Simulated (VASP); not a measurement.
A run of VASP 6.6.1 is set up as follows.

File INCAR:

```
ALGO     = Normal         # electronic algorithm
EDIFF    = 1E-7           # SCF threshold, eV
ENCUT    = 520            # plane-wave cutoff, eV
GGA      = PE             # functional
ISIF     = 2              # what is computed and relaxed
ISMEAR   = 0              # smearing method
LASPH    = T              # aspherical terms in the spheres
LCHARG   = T              # write CHGCAR
LELF     = T              # ELF
LREAL    = F              # projectors in reciprocal space
LVHAR    = T            
LWAVE    = F              # write WAVECAR
NBANDS   = 20             # bands
NELM     = 60             # most SCF steps
PREC     = Accurate       # precision mode
SIGMA    = 0.1            # smearing width, eV
```

KPOINTS

```
k-points
0
Gamma
  8 8 8
```

The input POSCAR:

```
Li4SiN
1.0
    0.0000000000      3.9700901850      3.9700901850
    3.9700901850      0.0000000000      3.9700901850
    3.9700901850      3.9700901850      0.0000000000
Li Si N
4 1 1
Direct
    0.8726577208      0.3820268377      0.8726577208
    0.8726577208      0.8726577208      0.8726577208
    0.3820268377      0.8726577208      0.8726577208
    0.8726577208      0.8726577208      0.3820268377
    0.2500000000      0.2500000000      0.2500000000
    0.0000000000      0.0000000000      0.0000000000
```

Potentials or basis: VASP PAW PBE potentials, release 64 (Li_sv, Si, N).

The run is started by

```sh
$ cat potpaw_PBE.64/Li_sv/POTCAR potpaw_PBE.64/Si/POTCAR potpaw_PBE.64/N/POTCAR > POTCAR
$ mpirun -np 1 vasp_std > vasp.out
```

Question: What does it give for the largest force?

Answer: 0.060 eV/Å.

Question: Estimate the band gap on the k mesh.

Answer: Zero (an odd number of electrons rules out a gap without spin polarisation).

Forces in eV/Å, atoms in the order of the input:
```
Li   0.035 -0.035  0.035
Li  -0.035 -0.035 -0.035
Li  -0.035  0.035  0.035
Li   0.035  0.035 -0.035
Si   0.000  0.000  0.000
N    0.000  0.000  0.000
```
